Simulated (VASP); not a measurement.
# ZnAu (Pm-3m) in VASP: settings compared

Aim: see how the results for ZnAu move with the level of theory and the settings. Levels: PBE, LDA. Tasks: single point.

All numbers are computed with VASP 6.6.1; they aren't measurements. Logs are shortened: lines on timing, memory, paths and dates and some standing lists are left out, and cuts for length are marked.

## Step 1: The cell of the first run

Symmetry: Pm-3m, No. 221, cubic system. Conventional cell: a = 3.178 Å, b = 3.178 Å, c = 3.178 Å, α = 90.00°, β = 90.00°, γ = 90.00°. Within 3.6 Å of Zn (site symmetry m-3m) lie 8 Au at 2.75 Å and 6 Zn at 3.18 Å. Au (site symmetry m-3m) has 8 Zn at 2.75 Å and 6 Au at 3.18 Å within 3.6 Å.

## Step 2: Single point, PBE (volume scaled by 1.03)

The input, INCAR:

```
SYSTEM = ZnAu
PREC     = Accurate       ! precision mode
ENCUT    = 520            ! plane-wave cutoff, eV
EDIFF    = 1E-6           ! SCF threshold, eV
ISMEAR   = -1             ! smearing method
SIGMA    = 0.05           ! smearing width, eV
LREAL    = .FALSE.        ! projectors in reciprocal space
LASPH    = .TRUE.         ! aspherical terms in the spheres
NELM     = 80             ! most SCF steps
ALGO     = Normal         ! electronic algorithm
ISIF     = 2              ! what is computed and relaxed
LWAVE    = .FALSE.        ! write WAVECAR
LCHARG   = .FALSE.        ! write CHGCAR
GGA      = PE             ! functional
NBANDS   = 18             ! bands
```

The input, KPOINTS:

```
regular mesh
0
G
  13 13 13
  0 0 0
```

The input, POSCAR:

```
ZnAu
1.0
    3.1781604424      0.0000000000      0.0000000000
    0.0000000000      3.1781604424      0.0000000000
    0.0000000000      0.0000000000      3.1781604424
Zn Au
1 1
Direct
    0.5000000000      0.5000000000      0.5000000000
    0.0000000000      0.0000000000      0.0000000000
```

Potentials or basis: VASP PAW PBE potentials, release 64 (Zn, Au).

Run with:

```
> cat potpaw_PBE.64/Zn/POTCAR potpaw_PBE.64/Au/POTCAR > POTCAR
> mpirun -np 1 vasp_std > vasp.out
```

OUTCAR:

```text
SYSTEM = ZnAu
   PREC = Accurate
   ENCUT = 520
   EDIFF = 1E-6
   ISMEAR = -1
   LREAL = .FALSE.
   LASPH = .TRUE.
   NELM = 80
   ISIF = 2
   GGA = PE

 ion  position               nearest neighbor table
   1  0.500  0.500  0.500-   2 2.75   2 2.75   2 2.75   2 2.75   2 2.75   2 2.75   2 2.75   2 2.75

   2  0.000  0.000  0.000-   1 2.75   1 2.75   1 2.75   1 2.75   1 2.75   1 2.75   1 2.75   1 2.75

  LATTYP: Found a simple cubic cell.
 ALAT       =     3.1781604424

  Lattice vectors:

 A1 = (   3.1781604424,   0.0000000000,   0.0000000000)
 A2 = (   0.0000000000,   3.1781604424,   0.0000000000)
 A3 = (   0.0000000000,   0.0000000000,   3.1781604424)

Analysis of symmetry for initial positions (statically):
=====================================================================
 Subroutine PRICEL returns:
 Original cell was already a primitive cell.

 Routine SETGRP: Setting up the symmetry group for a
 simple cubic supercell.

 Subroutine GETGRP returns: Found 48 space group operations
 (whereof 48 operations were pure point group operations)
 out of a pool of 48 trial point group operations.

The static configuration has the point symmetry O_h .

Analysis of symmetry for dynamics (positions and initial velocities):
=====================================================================
 Subroutine PRICEL returns:
 Original cell was already a primitive cell.

 Routine SETGRP: Setting up the symmetry group for a
 simple cubic supercell.

 Subroutine GETGRP returns: Found 48 space group operations
 (whereof 48 operations were pure point group operations)
 out of a pool of 48 trial point group operations.

The dynamic configuration has the point symmetry O_h .

 Subroutine INISYM returns: Found 48 space group operations
 (whereof 48 operations are pure point group operations),
 and found     1 'primitive' translations

----------------------------------------------------------------------------------------

                                     Primitive cell

  volume of cell :      32.1017

  direct lattice vectors                    reciprocal lattice vectors
     3.178160442  0.000000000  0.000000000     0.314647425  0.000000000  0.000000000
     0.000000000  3.178160442  0.000000000     0.000000000  0.314647425  0.000000000
     0.000000000  0.000000000  3.178160442     0.000000000  0.000000000  0.314647425

  length of vectors
     3.178160442  3.178160442  3.178160442     0.314647425  0.314647425  0.314647425

  position of ions in fractional coordinates (direct lattice)
     0.500000000  0.500000000  0.500000000
     0.000000000  0.000000000  0.000000000

  ion indices of the primitive-cell ions
   primitive index   ion index
                 1           1
                 2           2

----------------------------------------------------------------------------------------

 KPOINTS: regular mesh

Automatic generation of k-mesh.
 Grid dimensions read from file:
 generate k-points for:   13   13   13

 Generating k-lattice:

  Cartesian coordinates                     Fractional coordinates (reciprocal lattice)
     0.024203648  0.000000000  0.000000000     0.076923077  0.000000000  0.000000000
     0.000000000  0.024203648  0.000000000     0.000000000  0.076923077  0.000000000
     0.000000000  0.000000000  0.024203648     0.000000000  0.000000000  0.076923077

  Length of vectors
     0.024203648  0.024203648  0.024203648

  Shift w.r.t. Gamma in fractional coordinates (k-lattice)
     0.000000000  0.000000000  0.000000000

 Subroutine IBZKPT returns following result:
 ===========================================

 Found     84 irreducible k-points:

 Following reciprocal coordinates:
            Coordinates               Weight
  0.000000  0.000000  0.000000      1.000000
  0.076923  0.000000  0.000000      6.000000
  0.153846  0.000000  0.000000      6.000000
  0.230769  0.000000  0.000000      6.000000
  0.307692  0.000000  0.000000      6.000000
  0.384615  0.000000  0.000000      6.000000
[... 16 lines left out ...]
  0.307692  0.307692  0.000000     12.000000
  0.384615  0.307692  0.000000     24.000000
 [... further k-points ...]
   k-points           NKPTS =     84   k-points in BZ     NKDIM =     84   number of bands    NBANDS=     18
   number of dos      NEDOS =    301   number of ions     NIONS =      2
   total plane-waves  NPLWV =  13824
   dimension x,y,z NGX =    24 NGY =   24 NGZ =   24
   dimension x,y,z NGXF=    48 NGYF=   48 NGZF=   48
   ions per type =               1   1
   NGX,Y,Z   is equivalent  to a cutoff of  12.55, 12.55, 12.55 a.u.
   NGXF,Y,Z  is equivalent  to a cutoff of  25.11, 25.11, 25.11 a.u.
 SYSTEM =  ZnAu
   PREC   = accura    normal or accurate (medium, high low for compatibility)
   ISTART =      0    job   : 0-new  1-cont  2-samecut
   ICHARG =      2    charge: 1-file 2-atom 10-const
   ISPIN  =      1    spin polarized calculation?
   LNONCOLLINEAR =      F non collinear calculations
   LSORBIT =      F    spin-orbit coupling
   LASPH  =      T    aspherical Exc in radial PAW
   ENCUT  =  520.0 eV  38.22 Ry    6.18 a.u.   5.91  5.91  5.91*2*pi/ulx,y,z
   NELM   =     80;   NELMIN=  2; NELMDL= -5     # of ELM steps
   EDIFF  = 0.1E-05   stopping-criterion for ELM
   LREAL  =      F    real-space projection
   EDIFFG = 0.1E-04   stopping-criterion for IOM
   NSW    =      0    number of steps for IOM
   IBRION =     -1    ionic relax: 0-MD 1-quasi-New 2-CG
   NFREE  =      0    steps in history (QN), initial steepest desc. (CG)
   ISIF   =      2    stress and relaxation
   ISYM   =      2    0-nonsym 1-usesym 2-fastsym
   POTIM  = 0.5000    time-step for ionic-motion
   TEBEG  =    0.0;   TEEND  =   0.0 temperature during run
   PSTRESS=    0.0 pullay stress
   NELECT =      23.0000    total number of electrons
   NUPDOWN=      -1.0000    fix difference up-down
   EMIN   =  10.00;   EMAX   =-10.00  energy-range for DOS
   EFERMI =   0.00;   METHOD = LEGACY
   ISMEAR =    -1;   SIGMA  =   0.05  broadening in eV -4-tet -1-fermi 0-gaus
   EFERMI_NEDOS =   21; number of points for ismear=-14 and -15
   IALGO  =     38    algorithm
   IMIX   =      4    mixing-type and parameters
     AMIX     =   0.40;   BMIX     =  1.00
     AMIX_MAG =   1.60;   BMIX_MAG =  1.00
  volume/ion in A,a.u.               =      16.05       108.32
  Fermi-wavevector in a.u.,A,eV,Ry     =   1.464901  2.768262 29.197220  2.145935
  Thomas-Fermi vector in A             =   2.580822
   LORBIT       =      0    0 simple, 1 ext, 2 COOP (PROOUT), +10 PAW based schemes
   GGA     = PE    functional components
   LHFCALC =     F    Hartree Fock is set to
   AEXX    =    0.0000 exact exchange contribution
   IVDW    =     0    specifies the selected vdW correction
   LEPSILON=     F    determine dielectric tensor
   LRPA    =     F    only Hartree local field effects (RPA)
 non-spin polarized calculation
  energy-cutoff  :      520.00
  volume of cell :       32.10
 maximum number of plane-waves:       886
 NGX is ok and might be reduce to    24
   NGX = 11   NGY = 11   NGZ = 11

 number of electron      23.0000035 magnetization

 Free energy of the ion-electron system (eV)
  ---------------------------------------------------
  ext. energy  EPLUGINS =         0.00000000
  ---------------------------------------------------
  free energy    TOTEN  =        -4.74938440 eV

  energy without entropy =       -4.74298602  energy(sigma->0) =       -4.74618521

 E-fermi :   6.7693     XC(G=0): -12.2101

 val. band max:        6.7370624637   @ k =   0.4615   0.3846   0.2308
 cond. band min:       6.7749614246   @ k =   0.4615   0.3077   0.3077
 fundamental gap:      0.0378989610
 Fermi energy:         6.7693212535

 k-point     1 :       0.0000    0.0000    0.0000
  band No.  band energies     occupation
      1      -3.6091      2.00000
      2      -1.2514      2.00000
      3      -1.2514      2.00000
      4      -0.6271      2.00000
      5      -0.6271      2.00000
      6      -0.6271      2.00000
[... 10 lines left out ...]
     17      18.6593      0.00000
     18      24.9257      0.00000

 k-point     2 :       0.0769    0.0000    0.0000
  band No.  band energies     occupation
      1      -3.5063      2.00000
      2      -1.2307      2.00000
      3      -1.2227      2.00000
      4      -0.6285      2.00000
      5      -0.6285      2.00000
      6      -0.6192      2.00000
[... 10 lines left out ...]
     17      19.1418      0.00000
     18      24.7970      0.00000

 k-point     3 :       0.1538    0.0000    0.0000
  band No.  band energies     occupation
      1      -3.2030      2.00000
      2      -1.1716      2.00000
      3      -1.1437      2.00000
      4      -0.6319      2.00000
      5      -0.6319      2.00000
      6      -0.5970      2.00000
[... 10 lines left out ...]
     17      20.6231      0.00000
     18      24.5106      0.00000

 k-point     4 :       0.2308    0.0000    0.0000
  band No.  band energies     occupation
      1      -2.7162      2.00000
      2      -1.0840      2.00000
      3      -1.0335      2.00000
      4      -0.6355      2.00000
      5      -0.6355      2.00000
      6      -0.5653      2.00000
[... 10 lines left out ...]
     17      22.5166      0.00000
     18      23.2659      0.00000

 k-point     5 :       0.3077    0.0000    0.0000
  band No.  band energies     occupation
      1      -2.0820      2.00000
      2      -0.9843      2.00000
      3      -0.9161      2.00000
      4      -0.6377      2.00000
      5      -0.6377      2.00000
      6      -0.5309      2.00000
[... 10 lines left out ...]
     17      21.5267      0.00000
     18      21.6690      0.00000

 k-point     6 :       0.3846    0.0000    0.0000
  band No.  band energies     occupation
      1      -1.3888      2.00000
      2      -0.8953      2.00000
      3      -0.8036      2.00000
      4      -0.6379      2.00000
      5      -0.6379      2.00000
      6      -0.5019      2.00000
[... 307 lines left out ...]
 k-point    21 :       0.3846    0.2308    0.0000
  band No.  band energies     occupation
      1      -1.3321      2.00000
      2      -1.0155      2.00000
      3      -0.7847      2.00000
      4      -0.6518      2.00000
      5      -0.6483      2.00000
      6       0.0065      2.00000
[... 10 lines left out ...]
     17      20.3572      0.00000
     18      21.0063      0.00000

 k-point    22 :       0.4615    0.2308    0.0000
  band No.  band energies     occupation
      1      -1.1937      2.00000
      2      -1.0489      2.00000
      3      -0.7712      2.00000
      4      -0.6956      2.00000
      5      -0.6153      2.00000
      6       0.4640      2.00000
[... 10 lines left out ...]
     17      19.3009      0.00000
     18      20.7481      0.00000

 k-point    23 :       0.3077    0.3077    0.0000
  band No.  band energies     occupation
      1      -1.4495      2.00000
      2      -1.0499      2.00000
      3      -0.8261      2.00000
      4      -0.6624      2.00000
      5      -0.6105      2.00000
      6      -0.0605      2.00000
[... 10 lines left out ...]
     17      20.9585      0.00000
     18      21.2142      0.00000

 k-point    24 :       0.3846    0.3077    0.0000
  band No.  band energies     occupation
      1      -1.3605      2.00000
      2      -1.1109      2.00000
      3      -0.8483      2.00000
      4      -0.7344      2.00000
      5      -0.5262      2.00000
      6       0.2699      2.00000
[... 10 lines left out ...]
     17      20.4425      0.00000
     18      20.6149      0.00000

 [... further k-points ...]
[... 5 lines left out ...]
  --------------------------------------------------------------------------------------
  -------------------------------------------------------------------------------------
  Total        0.2010095      0.2010095      0.2010095      0.0000000     -0.0000000      0.0000000
  in kB       10.0322827     10.0322827     10.0322827      0.0000000     -0.0000000      0.0000000
  external PRESSURE =      10.0322827 kB  Pullay stress =       0.0000000 kB

 VOLUME and BASIS-vectors are now :
 -----------------------------------------------------------------------------
  energy-cutoff  :      520.00
  volume of cell :       32.10
      direct lattice vectors                 reciprocal lattice vectors
     3.178160442  0.000000000  0.000000000     0.314647425  0.000000000  0.000000000
     0.000000000  3.178160442  0.000000000     0.000000000  0.314647425  0.000000000
     0.000000000  0.000000000  3.178160442     0.000000000  0.000000000  0.314647425

 POSITION                                       TOTAL-FORCE (eV/Angst)
 -----------------------------------------------------------------------------------
      1.58908      1.58908      1.58908         0.000000      0.000000      0.000000
      0.00000      0.00000      0.00000         0.000000      0.000000      0.000000
 -----------------------------------------------------------------------------------
    total drift:                                0.000000      0.000000     -0.000000

  FREE ENERGIE OF THE ION-ELECTRON SYSTEM (eV)
  ---------------------------------------------------
  free  energy   TOTEN  =        -4.7493844002 eV

  energy  without entropy=       -4.7429860214  energy(sigma->0) =       -4.74618521
```

Run time: 22 s. Hardware: 1 thread of Intel Xeon Platinum 8259CL at 2.50GHz (Skylake/Cascade Lake), shared host; peak memory 0.17 GiB.

What came out:

```yaml
Free_energy: -4.7494 eV
Pressure: 1.0 GPa
```

Caveat: the cell differs from its parent crystal (volume scaled by 1.03); spin-orbit coupling is left out, which moves the levels of the heavy elements.

## Step 3: Single point, PBE (volume scaled by 1.06)

The input, INCAR:

```
SYSTEM = ZnAu
  PREC = Accurate
  ENCUT = 520
  EDIFF = 1E-6
  ISMEAR = -1
  SIGMA = 0.05
  LREAL = .False.
  LASPH = .True.
  NELM = 60
  ALGO = Normal
  ISIF = 2
  LWAVE = .False.
  LCHARG = .False.
  GGA = PE
  NBANDS = 18
```

The input, KPOINTS:

```
Automatic mesh
0
Gamma
  13 13 13
  0 0 0
```

The input, POSCAR:

```
ZnAu
1.0
    3.2087215522      0.0000000000      0.0000000000
    0.0000000000      3.2087215522      0.0000000000
    0.0000000000      0.0000000000      3.2087215522
Zn Au
1 1
Direct
    0.5000000000      0.5000000000      0.5000000000
    0.0000000000      0.0000000000      0.0000000000
```

Potentials or basis: VASP PAW PBE potentials, release 64 (Zn, Au).

Run with:

```
> cat potpaw_PBE.64/Zn/POTCAR potpaw_PBE.64/Au/POTCAR > POTCAR
> mpirun -np 1 vasp_std > vasp.out
```

Run time: 20 s. Hardware: 1 thread of Intel Xeon Platinum 8259CL at 2.50GHz (Skylake/Cascade Lake), shared host; peak memory 0.18 GiB.

Results (log left out):

- Free energy: -4.7462 eV
- Pressure: -2.3 GPa

Levels at points of the mesh, in eV from the Fermi level:
```tsv
k point	band 9	band 10	band 11	band 12	band 13	band 14
(0.00, 0.00, 0.00)	-3.66	-3.66	-3.66	4.90	4.90	4.90
```

Caveat: the cell differs from its parent crystal (volume scaled by 1.06); spin-orbit coupling is left out, which moves the levels of the heavy elements.

## Step 4: Single point, LDA

This run uses another cell than the first one, of 15.58 Å³/atom, 0.971 times its volume.

The input, INCAR:

```
  PREC = Accurate
  ENCUT = 500
  EDIFF = 1E-6
  ISMEAR = -1
  SIGMA = 0.05
  LREAL = False
  LASPH = True
  NELM = 120
  ALGO = Normal
  ISIF = 2
  LWAVE = False
  LCHARG = True
  LELF = True
  LVHAR = True
  NBANDS = 18
  GGA_COMPAT = False
```

The input, KPOINTS:

```
regular mesh
0
Gamma
  13 13 13
```

The input, POSCAR:

```
ZnAu
1.0
    3.1470000000      0.0000000000      0.0000000000
    0.0000000000      3.1470000000      0.0000000000
    0.0000000000      0.0000000000      3.1470000000
Zn Au
1 1
Direct
    0.5000000000      0.5000000000      0.5000000000
    0.0000000000      0.0000000000      0.0000000000
```

Potentials or basis: VASP PAW LDA potentials, release 64 (Zn, Au).

Run with:

```
> cat potpaw_LDA.64/Zn/POTCAR potpaw_LDA.64/Au/POTCAR > POTCAR
> mpirun -np 1 vasp_std > vasp.out
```

It took 16 s on 1 thread of Intel Xeon Platinum 8259CL at 2.50GHz (Skylake/Cascade Lake), shared host; peak memory 0.16 GiB.

The run converged. Its results:

* Free energy: -6.7324 eV
* Pressure: -6.3 GPa

Levels at points of the mesh, in eV from the Fermi level:
| k point | band 8 | band 9 | band 10 | band 11 | band 12 | band 13 | band 14 | band 15 |
| --- | --- | --- | --- | --- | --- | --- | --- | --- |
| (0.00, 0.00, 0.00) | -5.48 | -3.78 | -3.78 | -3.78 | 4.89 | 4.89 | 4.89 | 8.69 |

Caveat: spin-orbit coupling is left out, which moves the levels of the heavy elements.

## Step 5: Single point, PBE

This run uses another cell than the first one, of 15.58 Å³/atom, 0.971 times its volume.

The input, INCAR:

```
SYSTEM = ZnAu
  ALGO = Normal
  EDIFF = 1E-6
  ENCUT = 500
  GGA = PE
  GGA_COMPAT = .FALSE.
  ISIF = 2
  ISMEAR = -1
  LASPH = .TRUE.
  LCHARG = .TRUE.
  LELF = .TRUE.
  LREAL = .FALSE.
  LVHAR = .TRUE.
  LWAVE = .FALSE.
  NBANDS = 18
  NELM = 120
  PREC = Accurate
  SIGMA = 0.05
```

The input, KPOINTS:

```
k-points
0
G
  13 13 13
  0 0 0
```

POSCAR is that of step 4.

Potentials or basis: VASP PAW PBE potentials, release 64 (Zn, Au).

Run with:

```
> cat potpaw_PBE.64/Zn/POTCAR potpaw_PBE.64/Au/POTCAR > POTCAR
> mpirun -np 1 vasp_std > vasp.out
```

Wall time 18 s (1 thread of Intel Xeon Platinum 8259CL at 2.50GHz (Skylake/Cascade Lake), shared host); peak memory 0.17 GiB.

It converged, with:

```yaml
Free_energy: -4.7316 eV
Pressure: 5.0 GPa
```

Levels at points of the mesh, in eV from the Fermi level:
```
           k point  band 8  band 9  band 10  band 11  band 12  band 13  band 14  band 15
(0.00, 0.00, 0.00)   -5.49   -3.80    -3.80    -3.80     4.94     4.94     4.94     8.80
```

Caveat: spin-orbit coupling is left out, which moves the levels of the heavy elements.

## Step 6: Single point, LDA

This run uses another cell than the first one, of 15.58 Å³/atom, 0.971 times its volume.

The input, INCAR:

```
  PREC = Accurate
  ENCUT = 500
  EDIFF = 1E-6
  ISMEAR = -5
  SIGMA = 0.1
  LREAL = False
  LASPH = True
  NELM = 120
  ALGO = Normal
  ISIF = 2
  LWAVE = False
  LCHARG = True
  LELF = True
  LVHAR = True
  NBANDS = 18
  GGA_COMPAT = False
```

The input, KPOINTS:

```
Automatic mesh
0
Gamma
  13 13 13
  0.5 0.5 0.5
```

POSCAR is that of step 5.

Potentials or basis: VASP PAW LDA potentials, release 64 (Zn, Au).

Run with:

```
> cat potpaw_LDA.64/Zn/POTCAR potpaw_LDA.64/Au/POTCAR > POTCAR
> mpirun -np 1 vasp_std > vasp.out
```

Run time: 18 s. Hardware: 1 thread of Intel Xeon Platinum 8259CL at 2.50GHz (Skylake/Cascade Lake), shared host; peak memory 0.17 GiB.

It converged, with:

```yaml
Free_energy: -6.7318 eV
Pressure: -6.3 GPa
```

Levels at points of the mesh, in eV from the Fermi level:
```csv
k point,band 9,band 10,band 11,band 12,band 13,band 14
"(0.50, 0.50, 0.50)",-3.08,-3.08,1.25,3.55,3.77,3.77
```

Caveat: spin-orbit coupling is left out, which moves the levels of the heavy elements; tetrahedron occupations give inexact forces and stress in metals.

## Step 7: Overview

```csv
level,potentials or basis,cell,k mesh,cutoff (eV),smearing,gap on the mesh (eV),pressure (GPa)
PBE,"VASP PAW PBE potentials, release 64 (Zn, Au)","a = 3.178 Å, 2 atoms",13 × 13 × 13,520,fermi-dirac 0.05 eV,none,1.0
PBE,"VASP PAW PBE potentials, release 64 (Zn, Au)","a = 3.209 Å, 2 atoms",13 × 13 × 13,520,fermi-dirac 0.05 eV,none,-2.3
LDA,"VASP PAW LDA potentials, release 64 (Zn, Au)","a = 3.147 Å, 2 atoms",13 × 13 × 13,500,fermi-dirac 0.05 eV,none,-6.3
PBE,"VASP PAW PBE potentials, release 64 (Zn, Au)","a = 3.147 Å, 2 atoms",13 × 13 × 13,500,fermi-dirac 0.05 eV,none,5.0
LDA,"VASP PAW LDA potentials, release 64 (Zn, Au)","a = 3.147 Å, 2 atoms","13 × 13 × 13, shifted",500,tetrahedron,none,-6.3
```

Alike in all rows: task single point; no spin polarisation.

Caveats: spin-orbit coupling is left out, which moves the levels of the heavy elements; tetrahedron occupations give inexact forces and stress in metals (some runs).

Absolute energies hang on the potentials; compare differences alone.
